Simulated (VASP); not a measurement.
Here is a VASP 6.6.1 calculation.

The input INCAR:

```
SYSTEM = KBr
PREC = Accurate
ENCUT = 500
EDIFF = 1E-8
ISMEAR = 0
SIGMA = 0.01
LREAL = .False.
LASPH = .True.
NELM = 200
ALGO = Normal
ISIF = 2
LWAVE = .False.
LCHARG = .False.
ISPIN = 2
MAGMOM = 0.5 0
LORBIT = 11
GGA = PS
IVDW = 12
IBRION = 6
NFREE = 2
POTIM = 0.015
NSW = 1
GGA_COMPAT = .False.
```

KPOINTS

```
regular mesh
0
Gamma
  6 6 6
  0 0 0
```

POSCAR

```
KBr
1.0
    4.0434990000      0.0000000000      0.0000000000
    0.0000000000      4.0434990000      0.0000000000
    0.0000000000      0.0000000000      4.0434990000
Br K
1 1
Direct
    0.5000000000      0.5000000000      0.5000000000
    0.0000000000      0.0000000000      0.0000000000
```

Potentials or basis: VASP PAW PBE potentials, release 64 (Br, K_sv).

Command:

```sh
$ cat potpaw_PBE.64/Br/POTCAR potpaw_PBE.64/K_sv/POTCAR > POTCAR
$ mpirun -np 1 vasp_std > vasp.out
```

Task: Predict the highest phonon frequency at Γ, LO-TO splitting left out.

Result: 66 cm⁻¹.

Task: What does it give for the dispersion energy per atom?

Result: -0.222 eV.

Task: What does it give for the net moment?

Result: 0.00 μB per cell.

Phonon frequencies in cm⁻¹ (negative: imaginary):
```csv
q point,frequencies
"(0.000, 0.000, 0.000)",0 0 0 66 66 66
```

Caveat: the cell stands under pressure or tension, which shifts response properties.
